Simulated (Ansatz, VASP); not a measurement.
# Mg5ZnS6 in VASP and in Ansatz

```
CELL_PARAMETERS angstrom
6.95951 0.00000 0.00000
-3.47976 6.02711 0.00000
0.00000 0.00000 6.46989
ATOMIC_POSITIONS crystal
Mg 0.00000 0.66983 0.00241
Mg 0.66983 0.00000 0.00241
Mg 0.33017 0.33017 0.00241
Mg 0.33333 0.66667 0.50295
Mg 0.66667 0.33333 0.50295
Zn 0.00000 0.00000 0.50421
S 0.00000 0.67689 0.38468
S 0.67689 0.00000 0.38468
S 0.32311 0.32311 0.38468
S 0.33333 0.66667 0.88427
S 0.00000 0.00000 0.87012
S 0.66667 0.33333 0.88427
```

Alike in both runs: functional PBE; k mesh 6 × 6 × 4; occupations gaussian, width 0.02 eV; no spin polarisation.

Ansatz relaxed the structure, and its values are those at the end. VASP's run is a single point on that final structure, the one shown.

|  | VASP | Ansatz |
| --- | --- | --- |
| version | VASP 6.6.1 | Ansatz 0.2.0 |
| potentials or method | VASP PAW PBE potentials, release 64 (Mg, Zn, S), cutoff 520 eV | scalar-relativistic, plane waves, PAW |
| valence electrons in the cell | 58 | 98 |

|  | VASP | Ansatz | Ansatz less VASP |
| --- | --- | --- | --- |
| gap on the k mesh at the Fermi level (eV) | 3.13 | 3.14 | +0.006 |
| least direct gap on the mesh (eV) | 3.13 | 3.14 | +0.006 |
| pressure (GPa) | -0.1 | 0.0 | +0.11 |
| rms of the force components (eV/Å) | 0.007 | 0.003 | -0.0036 |

With one functional, cell and mesh, what is left measures potentials, basis and numerics. VASP's potentials hold 58 valence electrons a cell and Ansatz's 98, so a difference there can come from the potentials and not from the codes.
